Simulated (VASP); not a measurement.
# Mo (Im-3m) in VASP: a series of runs, part 2 of 2

VASP 6.6.1.

## Step 3: Single point, PBE

This run uses another cell than the first one, of 16.00 Å³/atom, 1.027 times its volume.

Input file INCAR:

```
SYSTEM = Mo
  PREC = Accurate
  ENCUT = 520
  EDIFF = 1E-6
  ISMEAR = -1
  SIGMA = 0.1
  LREAL = .FALSE.
  LASPH = .TRUE.
  NELM = 100
  ALGO = Normal
  ISIF = 2
  LWAVE = .FALSE.
  LCHARG = .TRUE.
  GGA = PE
  LELF = .TRUE.
  LVHAR = .TRUE.
  NBANDS = 13
```

Input file KPOINTS:

```
regular mesh
0
G
  13 13 13
  0 0 0
```

Input file POSCAR:

```
Mo
1.0
   -1.5872834456      1.5872834456      1.5872834456
    1.5872834456     -1.5872834456      1.5872834456
    1.5872834456      1.5872834456     -1.5872834456
Mo
1
Direct
    0.0000000000      0.0000000000      0.0000000000
```

Potentials or basis: VASP PAW PBE potentials, release 64 (Mo_sv).

Launch:

```bash
> cat potpaw_PBE.64/Mo_sv/POTCAR > POTCAR
> mpirun -np 1 vasp_std > vasp.out
```

OUTCAR:

```text
SYSTEM = Mo
   PREC = Accurate
   ENCUT = 520
   EDIFF = 1E-6
   ISMEAR = -1
   LREAL = .FALSE.
   LASPH = .TRUE.
   NELM = 100
   ISIF = 2
   GGA = PE

 ion  position               nearest neighbor table
   1  0.000  0.000  0.000-

  LATTYP: Found a body centered cubic cell.
 ALAT       =     3.1745668912

  Lattice vectors:

 A1 = (  -1.5872834456,   1.5872834456,   1.5872834456)
 A2 = (   1.5872834456,  -1.5872834456,   1.5872834456)
 A3 = (   1.5872834456,   1.5872834456,  -1.5872834456)

Analysis of symmetry for initial positions (statically):
=====================================================================
 Subroutine PRICEL returns:
 Original cell was already a primitive cell.

 Routine SETGRP: Setting up the symmetry group for a
 body centered cubic supercell.

 Subroutine GETGRP returns: Found 48 space group operations
 (whereof 48 operations were pure point group operations)
 out of a pool of 48 trial point group operations.

The static configuration has the point symmetry O_h .

Analysis of symmetry for dynamics (positions and initial velocities):
=====================================================================
 Subroutine PRICEL returns:
 Original cell was already a primitive cell.

 Routine SETGRP: Setting up the symmetry group for a
 body centered cubic supercell.

 Subroutine GETGRP returns: Found 48 space group operations
 (whereof 48 operations were pure point group operations)
 out of a pool of 48 trial point group operations.

The dynamic configuration has the point symmetry O_h .

 Subroutine INISYM returns: Found 48 space group operations
 (whereof 48 operations are pure point group operations),
 and found     1 'primitive' translations

----------------------------------------------------------------------------------------

                                     Primitive cell

  volume of cell :      15.9964

  direct lattice vectors                    reciprocal lattice vectors
    -1.587283446  1.587283446  1.587283446     0.000000000  0.315003600  0.315003600
     1.587283446 -1.587283446  1.587283446     0.315003600  0.000000000  0.315003600
     1.587283446  1.587283446 -1.587283446     0.315003600  0.315003600  0.000000000

  length of vectors
     2.749255574  2.749255574  2.749255574     0.445482364  0.445482364  0.445482364

  position of ions in fractional coordinates (direct lattice)
     0.000000000  0.000000000  0.000000000

  ion indices of the primitive-cell ions
   primitive index   ion index
                 1           1

----------------------------------------------------------------------------------------

 KPOINTS: regular mesh

Automatic generation of k-mesh.
 Grid dimensions read from file:
 generate k-points for:   13   13   13

 Generating k-lattice:

  Cartesian coordinates                     Fractional coordinates (reciprocal lattice)
     0.000000000  0.024231046  0.024231046     0.076923077  0.000000000  0.000000000
     0.024231046  0.000000000  0.024231046     0.000000000  0.076923077  0.000000000
     0.024231046  0.024231046  0.000000000     0.000000000  0.000000000  0.076923077

  Length of vectors
     0.034267874  0.034267874  0.034267874

  Shift w.r.t. Gamma in fractional coordinates (k-lattice)
     0.000000000  0.000000000  0.000000000

 Subroutine IBZKPT returns following result:
 ===========================================

 Found     84 irreducible k-points:

 Following reciprocal coordinates:
            Coordinates               Weight
  0.000000  0.000000  0.000000      1.000000
  0.076923  0.000000  0.000000     12.000000
  0.153846  0.000000  0.000000     12.000000
  0.230769  0.000000  0.000000     12.000000
  0.307692  0.000000  0.000000     12.000000
  0.384615  0.000000  0.000000     12.000000
[... 16 lines left out ...]
  0.153846  0.076923  0.076923     24.000000
  0.230769  0.076923  0.076923     24.000000
 [... further k-points ...]
   k-points           NKPTS =     84   k-points in BZ     NKDIM =     84   number of bands    NBANDS=     13
   number of dos      NEDOS =    301   number of ions     NIONS =      1
   total plane-waves  NPLWV =   8000
   dimension x,y,z NGX =    20 NGY =   20 NGZ =   20
   dimension x,y,z NGXF=    40 NGYF=   40 NGZF=   40
   ions per type =               1
   NGX,Y,Z   is equivalent  to a cutoff of  12.09, 12.09, 12.09 a.u.
   NGXF,Y,Z  is equivalent  to a cutoff of  24.19, 24.19, 24.19 a.u.
 SYSTEM =  Mo
   PREC   = accura    normal or accurate (medium, high low for compatibility)
   ISTART =      0    job   : 0-new  1-cont  2-samecut
   ICHARG =      2    charge: 1-file 2-atom 10-const
   ISPIN  =      1    spin polarized calculation?
   LNONCOLLINEAR =      F non collinear calculations
   LSORBIT =      F    spin-orbit coupling
   LASPH  =      T    aspherical Exc in radial PAW
   ENCUT  =  520.0 eV  38.22 Ry    6.18 a.u.   5.11  5.11  5.11*2*pi/ulx,y,z
   NELM   =    100;   NELMIN=  2; NELMDL= -5     # of ELM steps
   EDIFF  = 0.1E-05   stopping-criterion for ELM
   LREAL  =      F    real-space projection
[... 7 lines left out ...]
   TEBEG  =    0.0;   TEEND  =   0.0 temperature during run
   PSTRESS=    0.0 pullay stress
   NELECT =      14.0000    total number of electrons
   NUPDOWN=      -1.0000    fix difference up-down
   EMIN   =  10.00;   EMAX   =-10.00  energy-range for DOS
   EFERMI =   0.00;   METHOD = LEGACY
   ISMEAR =    -1;   SIGMA  =   0.10  broadening in eV -4-tet -1-fermi 0-gaus
   EFERMI_NEDOS =   21; number of points for ismear=-14 and -15
   IALGO  =     38    algorithm
   IMIX   =      4    mixing-type and parameters
     AMIX     =   0.40;   BMIX     =  1.00
     AMIX_MAG =   1.60;   BMIX_MAG =  1.00
  volume/ion in A,a.u.               =      16.00       107.95
  Fermi-wavevector in a.u.,A,eV,Ry     =   1.565944  2.959206 33.363963  2.452182
  Thomas-Fermi vector in A             =   2.668346
   LORBIT       =      0    0 simple, 1 ext, 2 COOP (PROOUT), +10 PAW based schemes
   GGA     = PE    functional components
[... 5 lines left out ...]
 non-spin polarized calculation
  energy-cutoff  :      520.00
  volume of cell :       16.00
 maximum number of plane-waves:       448
   NGX = 11   NGY = 11   NGZ = 11

 number of electron      14.0000005 magnetization

 Free energy of the ion-electron system (eV)
  ---------------------------------------------------
  ext. energy  EPLUGINS =         0.00000000
  ---------------------------------------------------
  free energy    TOTEN  =       -10.94850563 eV

  energy without entropy =      -10.92537374  energy(sigma->0) =      -10.93693968

 E-fermi :  12.3055     XC(G=0): -13.2606

 val. band max:       12.2404786156   @ k =  -0.1538   0.2308   0.0769
 cond. band min:      12.3177229038   @ k =  -0.3077   0.3077   0.1538
 fundamental gap:      0.0772442882
 Fermi energy:        12.3055417903

 k-point     1 :       0.0000    0.0000    0.0000
  band No.  band energies     occupation
      1     -49.0518      2.00000
      2     -22.3695      2.00000
      3     -22.3695      2.00000
      4     -22.3695      2.00000
      5       5.0674      2.00000
      6      10.9055      2.00000
      7      10.9055      2.00000
      8      10.9055      2.00000
      9      13.8469      0.00000
     10      13.8469      0.00000
     11      27.0215      0.00000
     12      27.0215      0.00000
     13      27.0215      0.00000

 k-point     2 :       0.0769    0.0000    0.0000
  band No.  band energies     occupation
      1     -49.0383      2.00000
      2     -22.4490      2.00000
      3     -22.3942      2.00000
      4     -22.3701      2.00000
      5       5.3210      2.00000
      6      10.7645      2.00000
      7      10.8802      2.00000
      8      11.1431      1.99998
      9      13.6482      0.00000
     10      13.8515      0.00000
     11      27.2029      0.00000
     12      27.4491      0.00000
     13      27.4943      0.00000
[... 321 lines left out ...]
 k-point    23 :       0.1538    0.0769    0.0769
  band No.  band energies     occupation
      1     -48.9300      2.00000
      2     -23.0610      2.00000
      3     -22.5272      2.00000
      4     -22.4342      2.00000
      5       7.2947      2.00000
      6       9.7861      2.00000
      7      10.0032      2.00000
      8      13.5101      0.00001
      9      13.9017      0.00000
     10      13.9213      0.00000
     11      27.7255      0.00000
     12      28.2394      0.00000
     13      29.4035      0.00000

 k-point    24 :       0.2308    0.0769    0.0769
  band No.  band energies     occupation
      1     -48.8780      2.00000
      2     -23.2985      2.00000
      3     -22.6538      2.00000
      4     -22.4424      2.00000
      5       7.8044      2.00000
      6       9.3802      2.00000
      7      10.3407      2.00000
      8      13.6424      0.00000
      9      14.1480      0.00000
     10      15.4597      0.00000
     11      26.4743      0.00000
     12      26.7950      0.00000
     13      30.6716      0.00000

 [... further k-points ...]
[... 5 lines left out ...]
  --------------------------------------------------------------------------------------
  -------------------------------------------------------------------------------------
  Total       -0.2905637     -0.2905637     -0.2905637      0.0000000     -0.0000000      0.0000000
  in kB      -29.1023835    -29.1023835    -29.1023835      0.0000000     -0.0000000      0.0000000
  external PRESSURE =     -29.1023835 kB  Pullay stress =       0.0000000 kB

 VOLUME and BASIS-vectors are now :
 -----------------------------------------------------------------------------
  energy-cutoff  :      520.00
  volume of cell :       16.00
      direct lattice vectors                 reciprocal lattice vectors
    -1.587283446  1.587283446  1.587283446     0.000000000  0.315003600  0.315003600
     1.587283446 -1.587283446  1.587283446     0.315003600  0.000000000  0.315003600
     1.587283446  1.587283446 -1.587283446     0.315003600  0.315003600  0.000000000

 POSITION                                       TOTAL-FORCE (eV/Angst)
 -----------------------------------------------------------------------------------
      0.00000      0.00000      0.00000        -0.000000      0.000000      0.000000
 -----------------------------------------------------------------------------------
    total drift:                                0.000000      0.000000      0.000000

  FREE ENERGIE OF THE ION-ELECTRON SYSTEM (eV)
  ---------------------------------------------------
  free  energy   TOTEN  =       -10.9485056269 eV

  energy  without entropy=      -10.9253737378  energy(sigma->0) =      -10.93693968
```

Run time: 11 s. Hardware: 1 thread of Intel Xeon 6975P-C, shared host; peak memory 0.13 GiB.

Results:

| Property | Result |
| --- | --- |
| Free energy | -10.9485 eV |
| Pressure | -2.9 GPa |
| Band gap on the k mesh | zero (band 7 reaches 15.71 eV, above the bottom of band 8 at 10.91 eV) |

Levels at points of the mesh, in eV from the Fermi level:
| k point | band 4 | band 5 | band 6 | band 7 | band 8 | band 9 | band 10 | band 11 |
| --- | --- | --- | --- | --- | --- | --- | --- | --- |
| (0.00, 0.00, 0.00) | -34.68 | -7.24 | -1.40 | -1.40 | -1.40 | 1.54 | 1.54 | 14.72 |

## Step 4: Single point, PBE

This run uses another cell than the first one, of 16.41 Å³/atom, 1.053 times its volume.

Input file INCAR:

```
SYSTEM = Mo
PREC     = Accurate       ! precision mode
ENCUT    = 520            ! plane-wave cutoff, eV
EDIFF    = 1E-6           ! SCF threshold, eV
ISMEAR   = -1             ! smearing method
SIGMA    = 0.1            ! smearing width, eV
LREAL    = .False.        ! projectors in reciprocal space
LASPH    = .True.         ! aspherical terms in the spheres
NELM     = 60             ! most SCF steps
ALGO     = Normal         ! electronic algorithm
ISIF     = 2              ! what is computed and relaxed
LWAVE    = .False.        ! write WAVECAR
LCHARG   = .False.        ! write CHGCAR
GGA      = PE             ! functional
NBANDS   = 13             ! bands
```

Input file KPOINTS:

```
regular mesh
0
Gamma
  13 13 13
  0 0 0
```

Input file POSCAR:

```
Mo
1.0
   -1.6009088627      1.6009088627      1.6009088627
    1.6009088627     -1.6009088627      1.6009088627
    1.6009088627      1.6009088627     -1.6009088627
Mo
1
Direct
    0.0000000000      0.0000000000      0.0000000000
```

Launch:

```bash
> cat potpaw_PBE.64/Mo_sv/POTCAR > POTCAR
> mpirun -np 1 vasp_std > vasp.out
```

Run time: 9.5 s. Hardware: 1 thread of Intel Xeon 6975P-C, shared host; peak memory 0.15 GiB.

Results (log left out):

```
Free energy            : -10.9332 eV
Pressure               : -8.9 GPa
Band gap on the k mesh : zero (band 7 reaches 15.19 eV, above the bottom of band 8 at 10.55 eV)
```

Levels at points of the mesh, in eV from the Fermi level:
| k point | band 3 | band 4 | band 5 | band 6 | band 7 | band 8 | band 9 | band 10 | band 11 | band 12 |
| --- | --- | --- | --- | --- | --- | --- | --- | --- | --- | --- |
| (0.00, 0.00, 0.00) | -34.72 | -34.72 | -7.14 | -1.34 | -1.34 | -1.34 | 1.50 | 1.50 | 14.68 | 14.68 |

## Step 5: Single point, PBE

This run uses another cell than the first one, of 16.83 Å³/atom, 1.080 times its volume.

Input file INCAR:

```
PREC = Accurate
ENCUT = 520
EDIFF = 1E-7
ISMEAR = -1
SIGMA = 0.1
LREAL = False
LASPH = True
NELM = 60
ALGO = Normal
ISIF = 2
LWAVE = False
LCHARG = False
GGA = PE
NBANDS = 13
```

Input file KPOINTS:

```
Automatic mesh
0
Gamma
  13 13 13
```

Input file POSCAR:

```
Mo
1.0
   -1.6143062124      1.6143062124      1.6143062124
    1.6143062124     -1.6143062124      1.6143062124
    1.6143062124      1.6143062124     -1.6143062124
Mo
1
Direct
    0.0000000000      0.0000000000      0.0000000000
```

Launch:

```bash
> cat potpaw_PBE.64/Mo_sv/POTCAR > POTCAR
> mpirun -np 1 vasp_std > vasp.out
```

It took 14 s on 1 thread of Intel Xeon 6975P-C, shared host; peak memory 0.15 GiB.

The run converged. Its results:

* Free energy: -10.9035 eV
* Pressure: -14.1 GPa
* Band gap on the k mesh: zero (band 7 reaches 14.68 eV, above the bottom of band 8 at 10.21 eV)

Levels at points of the mesh, in eV from the Fermi level:
| k point | band 5 | band 6 | band 7 | band 8 | band 9 | band 10 |
| --- | --- | --- | --- | --- | --- | --- |
| (0.00, 0.00, 0.00) | -7.04 | -1.29 | -1.29 | -1.29 | 1.47 | 1.47 |

## Step 6: Summary

| cell | gap on the mesh (eV) | pressure (GPa) |
| --- | --- | --- |
| a = 2.725 Å, angles 109.5°, 1 atom | none | 3.9 |
| a = 2.749 Å, angles 109.5°, 1 atom | none | -2.9 |
| a = 2.773 Å, angles 109.5°, 1 atom | none | -8.9 |
| a = 2.796 Å, angles 109.5°, 1 atom | none | -14.1 |

Alike in all rows: task single point; level PBE; potentials or basis VASP PAW PBE potentials, release 64 (Mo_sv); no spin polarisation; k mesh 13 × 13 × 13; cutoff (eV) 520; smearing fermi-dirac 0.1 eV.

Total energies depend on the potentials used, so only differences within one code and one set of settings carry meaning.
